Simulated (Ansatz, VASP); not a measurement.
One calculation of Sc, two programs

File INCAR:

```
PREC = Accurate ; ENCUT = 600
EDIFF = 1E-6 ; ISMEAR = 0
SIGMA = 0.1 ; LREAL = False
LASPH = True ; NELM = 80
ALGO = Normal ; ISIF = 3
LWAVE = False ; LCHARG = False
GGA = RP ; IVDW = 12
IBRION = 2 ; NSW = 80
EDIFFG = -0.01
```

The input KPOINTS:

```
regular mesh
0
Gamma
  10 10 10
```

Contents of POSCAR:

```
Sc
1.0
    3.2469760000      0.0604560000     -0.0060270000
    1.5769250000      2.7993070000      0.0051170000
    1.5832290000      0.9393210000      2.7074480000
Sc
1
Direct
   -0.0194200000      0.0120300000      0.0027800000
```

File input.yaml:

```yaml
crystal:
  lattice:
    - [3.246976, 0.060456, -0.006027]
    - [1.576925, 2.799307, 0.005117]
    - [1.583229, 0.939321, 2.707448]
  atoms:
    - { symbol: Sc, position: [-0.01942, 0.01203, 0.00278] }
kpoints:
  mp_grid: { grid: [10, 10, 10] }
scf:
  occupations: { method: gaussian, width: 0.1 }
hamiltonian:
  xc: rpbe
  dispersion: d3bj
  pseudopotentials: { kind: all_electron, lapw: { basis_error: 0.001 } }
output:
  forces: true
  stress: true
relax:
  f_tol: 0.01
  max_steps: 60
  cell: {}
```

Change from the starting cell: cell strained at random at fixed volume.

Alike in both runs: task relaxation of cell and atoms; functional RPBE; dispersion D3(BJ); k mesh 10 × 10 × 10; occupations gaussian, width 0.1 eV; no spin polarisation.

|  | VASP | Ansatz |
| --- | --- | --- |
| version | VASP 6.6.1 | Ansatz 0.2.0 |
| potentials or method | VASP PAW PBE potentials, release 64 (Sc_sv), cutoff 600 eV | all-electron LAPW, scalar-relativistic |

|  | VASP | Ansatz | Ansatz less VASP |
| --- | --- | --- | --- |
| relaxed volume (Å³/atom) | 17.20 | 17.15 | -0.056 |
| relaxed cell length with the largest relative difference (Å) | 2.898 | 2.895 | -0.0032 |

VASP's potentials were made for PBE, not for RPBE. Ansatz ran all-electron here, and VASP with PAW potentials.

Noted on VASP's run: the volume moved by over 15 % at a fixed basis, so the end points are rough. Noted on Ansatz's run: the volume moved by over 15 % at a fixed basis, so the end points are rough.
